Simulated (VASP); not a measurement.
# BP (I-4m2) in VASP: a series of runs, part 2 of 2

VASP 6.6.1. The steps go on from the part before.

**4. Single point, PBEsol (biaxial strain in the a-b plane: +4.5 %, then relaxed in part)**

Input file INCAR:

```
PREC     = Accurate       # precision mode
ENCUT    = 520            # plane-wave cutoff, eV
EDIFF    = 1E-7           # SCF threshold, eV
ISMEAR   = 0              # smearing method
SIGMA    = 0.02           # smearing width, eV
LREAL    = False          # projectors in reciprocal space
LASPH    = True           # aspherical terms in the spheres
NELM     = 80             # most SCF steps
ALGO     = Normal         # electronic algorithm
ISIF     = 2              # what is computed and relaxed
LWAVE    = False          # write WAVECAR
LCHARG   = False          # write CHGCAR
GGA      = PS             # functional
NBANDS   = 16             # bands
```

Input file KPOINTS:

```
Automatic mesh
0
Gamma
  8 8 6
```

Input file POSCAR:

```
BP
1.0
    2.3618052839      2.3618052839      0.0000000000
   -2.3618052839      2.3618052839      0.0000000000
    0.0000000000      0.0000000000      4.4235264511
B P
2 2
Direct
    0.0000000000      0.0000000000      0.0000000000
    0.5000000000      0.5000000000      0.5000000000
    0.5000000000      0.0000000000      0.7500000000
    0.0000000000      0.5000000000      0.2500000000
```

Potentials or basis: VASP PAW PBE potentials, release 64 (B, P).

Run with:

```bash
$ cat potpaw_PBE.64/B/POTCAR potpaw_PBE.64/P/POTCAR > POTCAR
$ mpirun -np 1 vasp_std > vasp.out
```

OUTCAR:

```text
PREC = Accurate
   ENCUT = 520
   EDIFF = 1E-7
   ISMEAR = 0
   LREAL = False
   LASPH = True
   NELM = 80
   ISIF = 2
   GGA = PS

 ion  position               nearest neighbor table
   1  0.000  0.000  0.000-   3 2.00   4 2.00   4 2.00   3 2.00
   2  0.500  0.500  0.500-   3 2.00   4 2.00   3 2.00   4 2.00
   3  0.500  0.000  0.750-   1 2.00   2 2.00   2 2.00   1 2.00
   4  0.000  0.500  0.250-   1 2.00   2 2.00   1 2.00   2 2.00

  LATTYP: Found a simple tetragonal cell.
 ALAT       =     3.3400970642
 C/A-ratio  =     1.3243706294

  Lattice vectors:

 A1 = (   2.3618052839,   2.3618052839,   0.0000000000)
 A2 = (  -2.3618052839,   2.3618052839,   0.0000000000)
 A3 = (   0.0000000000,   0.0000000000,   4.4235264511)

Analysis of symmetry for initial positions (statically):
=====================================================================
 Subroutine PRICEL returns following result:

  LATTYP: Found a body centered tetragonal cell.
 ALAT       =     3.3400970642
 C/A-ratio  =     1.3243706294

  Lattice vectors:

 A1 = (   0.0000000000,  -2.3618052839,  -2.2117632256)
 A2 = (   0.0000000000,   2.3618052839,  -2.2117632255)
 A3 = (   2.3618052839,   0.0000000000,   2.2117632255)

   2 primitive cells build up your supercell.

 Routine SETGRP: Setting up the symmetry group for a
 simple tetragonal supercell.

 Subroutine GETGRP returns: Found  8 space group operations
 (whereof  8 operations were pure point group operations)
 out of a pool of 16 trial point group operations.

The static configuration has the point symmetry D_2d.

Analysis of symmetry for dynamics (positions and initial velocities):
=====================================================================
 Subroutine PRICEL returns following result:

  LATTYP: Found a body centered tetragonal cell.
 ALAT       =     3.3400970642
[... 130 lines left out ...]
   EMIN   =  10.00;   EMAX   =-10.00  energy-range for DOS
   EFERMI =   0.00;   METHOD = LEGACY
   ISMEAR =     0;   SIGMA  =   0.02  broadening in eV -4-tet -1-fermi 0-gaus
   EFERMI_NEDOS =   21; number of points for ismear=-14 and -15
   IALGO  =     38    algorithm
   IMIX   =      4    mixing-type and parameters
     AMIX     =   0.40;   BMIX     =  1.00
     AMIX_MAG =   1.60;   BMIX_MAG =  1.00
  volume/ion in A,a.u.               =      12.34        83.26
  Fermi-wavevector in a.u.,A,eV,Ry     =   1.124655  2.125289 17.209306  1.264848
  Thomas-Fermi vector in A             =   2.261328
   LORBIT       =      0    0 simple, 1 ext, 2 COOP (PROOUT), +10 PAW based schemes
   GGA     = PS    functional components
   LHFCALC =     F    Hartree Fock is set to
   AEXX    =    0.0000 exact exchange contribution
   IVDW    =     0    specifies the selected vdW correction
   LEPSILON=     F    determine dielectric tensor
   LRPA    =     F    only Hartree local field effects (RPA)
 non-spin polarized calculation
 Gauss-broadening in eV      SIGMA  =   0.02
  energy-cutoff  :      520.00
  volume of cell :       49.35
 maximum number of plane-waves:      1348
 NGX is ok and might be reduce to    28
   NGX = 13   NGY = 13   NGZ = 17

 number of electron      16.0000000 magnetization

 Free energy of the ion-electron system (eV)
  ---------------------------------------------------
  ext. energy  EPLUGINS =         0.00000000
  ---------------------------------------------------
  free energy    TOTEN  =       -27.14239090 eV

  energy without entropy =      -27.14239090  energy(sigma->0) =      -27.14239090

 E-fermi :   7.3304     XC(G=0): -10.8216

 val. band max:        7.1651533155   @ k =   0.0000   0.0000   0.0000
 cond. band min:       7.4302257328   @ k =   0.0000   0.0000   0.1667
 fundamental gap:      0.2650724173
 Fermi energy:         7.3303911341

 k-point     1 :       0.0000    0.0000    0.0000
  band No.  band energies     occupation
      1      -8.2415      2.00000
      2      -3.2559      2.00000
      3      -1.1553      2.00000
      4       2.4119      2.00000
      5       2.4119      2.00000
      6       6.5868      2.00000
[... 433 lines left out ...]
      3      -0.2660      2.00000
      4      -0.2660      2.00000
      5       2.9639      2.00000
      6       2.9639      2.00000
[... 8 lines left out ...]
     15      14.9814      0.00000
     16      14.9814      0.00000

 [... further k-points ...]
[... 5 lines left out ...]
  --------------------------------------------------------------------------------------
  -------------------------------------------------------------------------------------
  Total       -4.5785339     -4.5785339      0.0331675      0.0000000     -0.0000000      0.0000000
  in kB     -148.6449669   -148.6449669      1.0768024      0.0000000     -0.0000000      0.0000000
  external PRESSURE =     -98.7377104 kB  Pullay stress =       0.0000000 kB

 VOLUME and BASIS-vectors are now :
 -----------------------------------------------------------------------------
  energy-cutoff  :      520.00
  volume of cell :       49.35
      direct lattice vectors                 reciprocal lattice vectors
     2.361805284  2.361805284  0.000000000     0.211702465  0.211702465  0.000000000
    -2.361805284  2.361805284  0.000000000    -0.211702465  0.211702465  0.000000000
     0.000000000  0.000000000  4.423526451     0.000000000  0.000000000  0.226063981

 POSITION                                       TOTAL-FORCE (eV/Angst)
 -----------------------------------------------------------------------------------
      0.00000      0.00000      0.00000         0.000000      0.000000      0.000000
      0.00000      2.36181      2.21176        -0.000000     -0.000000     -0.000000
      1.18090      1.18090      3.31764        -0.000000     -0.000000      0.000000
     -1.18090      1.18090      1.10588        -0.000000     -0.000000     -0.000000
 -----------------------------------------------------------------------------------
    total drift:                               -0.000000      0.000000     -0.000000

  FREE ENERGIE OF THE ION-ELECTRON SYSTEM (eV)
  ---------------------------------------------------
  free  energy   TOTEN  =       -27.1423909045 eV

  energy  without entropy=      -27.1423909045  energy(sigma->0) =      -27.14239090
```

OSZICAR:

```text
N       E                     dE             d eps       ncg     rms          rms(c)
DAV:   1     0.298707396819E+02    0.29871E+02   -0.69268E+03  1920   0.889E+02
DAV:   2    -0.260337335788E+02   -0.55904E+02   -0.50647E+02  2640   0.151E+02
DAV:   3    -0.283125935096E+02   -0.22789E+01   -0.22637E+01  2664   0.286E+01
DAV:   4    -0.283286476028E+02   -0.16054E-01   -0.16052E-01  2232   0.289E+00
DAV:   5    -0.283288331916E+02   -0.18559E-03   -0.18558E-03  2688   0.303E-01    0.913E+00
DAV:   6    -0.273192064261E+02    0.10096E+01   -0.94023E-01  2440   0.601E+00    0.503E+00
DAV:   7    -0.271587668283E+02    0.16044E+00   -0.32165E-01  2520   0.319E+00    0.148E+00
DAV:   8    -0.271422377603E+02    0.16529E-01   -0.34750E-02  2328   0.115E+00    0.228E-01
DAV:   9    -0.271422586379E+02   -0.20878E-04   -0.20662E-03  2512   0.301E-01    0.782E-02
DAV:  10    -0.271423739457E+02   -0.11531E-03   -0.19181E-04  2352   0.827E-02    0.363E-02
DAV:  11    -0.271423902593E+02   -0.16314E-04   -0.16367E-05  2400   0.246E-02    0.269E-02
DAV:  12    -0.271423909471E+02   -0.68784E-06   -0.33133E-06  2352   0.105E-02    0.583E-03
DAV:  13    -0.271423909045E+02    0.42561E-07   -0.40136E-07  2464   0.360E-03
   1 F= -.27142391E+02 E0= -.27142391E+02  d E =-.886500E-15
```

stdout:

```text
POSCAR found type information on POSCAR B P
 POSCAR found :  2 types and       4 ions
 scaLAPACK will be used
 -----------------------------------------------------------------------------
|                                                                             |
|                                                                             |
|     You enforced a specific xc type in the INCAR file but a different       |
|     I HOPE YOU KNOW WHAT YOU ARE DOING!                                     |
|                                                                             |
 -----------------------------------------------------------------------------

 LDA part: xc-table for (Slater+PW92), standard interpolation
 POSCAR, INCAR and KPOINTS ok, starting setup
 FFT: planning ... GRIDC
 FFT: planning ... GRID_SOFT
 FFT: planning ... GRID
 WAVECAR not read
 entering main loop
```

Wall time 39 s (1 thread of Intel Xeon Platinum 8488C (Sapphire Rapids), shared host); peak memory 0.18 GiB.

Results:

```
Free energy            : -27.1424 eV
Pressure               : -9.9 GPa
Band gap on the k mesh : 0.27 eV
```

Levels at points of the mesh, in eV from the valence-band top:
| k point | band 6 | band 7 | band 8 | band 9 | band 10 | band 11 |
| --- | --- | --- | --- | --- | --- | --- |
| (0.00, 0.00, 0.00) | -0.58 | -0.58 | 0.00 | 0.47 | 0.62 | 2.67 |
| (0.50, 0.00, 0.00) | -5.08 | -2.68 | -2.68 | 2.76 | 2.76 | 5.81 |
| (0.50, 0.50, 0.00) | -4.16 | -4.04 | -4.04 | 1.20 | 1.20 | 1.48 |
| (0.00, 0.00, 0.50) | -3.32 | -3.32 | -3.32 | 0.88 | 0.88 | 4.45 |
| (0.50, 0.00, 0.50) | -2.46 | -1.71 | -1.71 | 2.73 | 2.73 | 3.93 |
| (0.50, 0.50, 0.50) | -5.82 | -5.68 | -5.68 | 5.52 | 5.52 | 6.90 |

Caveat: the cell differs from its parent crystal (biaxial strain in the a-b plane: +4.5 %, then relaxed in part); the PAW data sets were made with another functional, which shifts forces and pressure a little. A k mesh can miss the band edges.

**5. Single point, PBEsol**

This run uses another cell than the first one, of 12.34 Å³/atom, 1.022 times its volume.

Input file INCAR:

```
SYSTEM = BP
ALGO = Normal ; EDIFF = 1E-6
ENCUT = 520 ; GGA = PS
ISIF = 2 ; ISMEAR = 0
LASPH = .TRUE. ; LCHARG = .FALSE.
LREAL = .FALSE. ; LWAVE = .FALSE.
NBANDS = 16 ; NELM = 80
PREC = Accurate ; SIGMA = 0.02
```

Input file KPOINTS:

```
k-points
0
G
  8 8 6
  0 0 0
```

POSCAR is that of step 4.

Run with:

```bash
$ cat potpaw_PBE.64/B/POTCAR potpaw_PBE.64/P/POTCAR > POTCAR
$ mpirun -np 1 vasp_std > vasp.out
```

It took 34 s on 1 thread of Intel Xeon Platinum 8488C (Sapphire Rapids), shared host; peak memory 0.18 GiB.

It converged, with:

```
Free energy            : -27.1424 eV
Pressure               : -9.9 GPa
Band gap on the k mesh : 0.26 eV
```

Stress tensor (GPa, compression positive):
```
-14.86   0.00   0.00
  0.00 -14.86   0.00
  0.00   0.00   0.11
```

Levels at points of the mesh, in eV from the valence-band top:
```tsv
k point	band 5	band 6	band 7	band 8	band 9	band 10	band 11	band 12
(0.00, 0.00, 0.00)	-4.75	-0.58	-0.58	0.00	0.47	0.62	2.67	3.04
(0.50, 0.00, 0.00)	-5.08	-5.08	-2.68	-2.68	2.76	2.76	5.81	5.81
(0.50, 0.50, 0.00)	-4.16	-4.16	-4.04	-4.04	1.20	1.20	1.48	1.48
(0.00, 0.00, 0.50)	-3.32	-3.32	-3.32	-3.32	0.88	0.88	4.45	4.45
(0.50, 0.00, 0.50)	-2.46	-2.46	-1.71	-1.71	2.73	2.73	3.93	3.93
(0.50, 0.50, 0.50)	-5.82	-5.82	-5.68	-5.68	5.52	5.52	6.90	6.90
```

Caveat: the PAW data sets were made with another functional, which shifts forces and pressure a little. A k mesh can miss the band edges.

**6. The runs side by side**

| cell | gap on the mesh (eV) | pressure (GPa) |
| --- | --- | --- |
| a = 3.292, b = 3.292, c = 4.456 Å, 4 atoms | 0.53 | -6.9 |
| a = 3.340, b = 3.340, c = 4.398 Å, 4 atoms | 0.17 | -9.1 |
| a = 3.340, b = 3.340, c = 4.424 Å, 4 atoms | 0.26 | -9.9 |

Alike in all rows: task single point; level PBEsol; potentials or basis VASP PAW PBE potentials, release 64 (B, P); no spin polarisation; k mesh 8 × 8 × 6; cutoff (eV) 520; smearing gaussian 0.02 eV.

Caveats: the PAW data sets were made with another functional, which shifts forces and pressure a little.

Total energies depend on the potentials used, so only differences within one code and one set of settings carry meaning.
